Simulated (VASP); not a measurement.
**Zr: single point with r2SCAN**

The system is Zr.

```
CELL_PARAMETERS angstrom
2.90489 0.00000 0.00000
0.00000 2.90489 0.00000
0.00000 0.00000 2.90489
ATOMIC_POSITIONS crystal
Zr 0.00000 0.00000 0.00000
```

```
Program                : VASP 6.6.1
Task                   : single point
Functional             : r2SCAN
Potentials or basis    : VASP PAW PBE potentials, release 64 (Zr_sv)
Cutoff                 : 550 eV
k mesh                 : 18 × 18 × 18
Occupations            : fermi-dirac, width 0.1 eV
Spin                   : no spin polarisation
Dipole correction      : no
Further INCAR settings : ALGO = Normal; EDIFF = 1e-06; NBANDS = 12
```

The pressure is 0.2 GPa and the band gap on the k mesh is zero (band 6 reaches 9.21 eV, above the bottom of band 7 at 6.31 eV).

Levels at points of the mesh, in eV from the Fermi level:
| k point | band 3 | band 4 | band 5 | band 6 | band 7 | band 8 | band 9 | band 10 |
| --- | --- | --- | --- | --- | --- | --- | --- | --- |
| (0.00, 0.00, 0.00) | -27.02 | -27.02 | -5.38 | -1.83 | -1.83 | 5.98 | 5.98 | 5.98 |
| (0.50, 0.00, 0.00) | -26.90 | -26.90 | -2.08 | -0.93 | 0.23 | 2.83 | 2.83 | 6.30 |
| (0.50, 0.50, 0.00) | -28.13 | -26.79 | -3.18 | -0.29 | 3.51 | 3.51 | 5.21 | 5.21 |
| (0.50, 0.50, 0.50) | -27.96 | -27.96 | -1.51 | -1.51 | -1.51 | 6.74 | 8.06 | 8.06 |

It took 2.2 min on 1 thread of Intel(R) Xeon(R) Platinum 8259CL CPU @ 2.50GHz (Skylake/Cascade Lake), on a shared host, peak memory 0.19 GiB.

Caveat: the PAW data sets were made with another functional, which shifts forces and pressure a little.
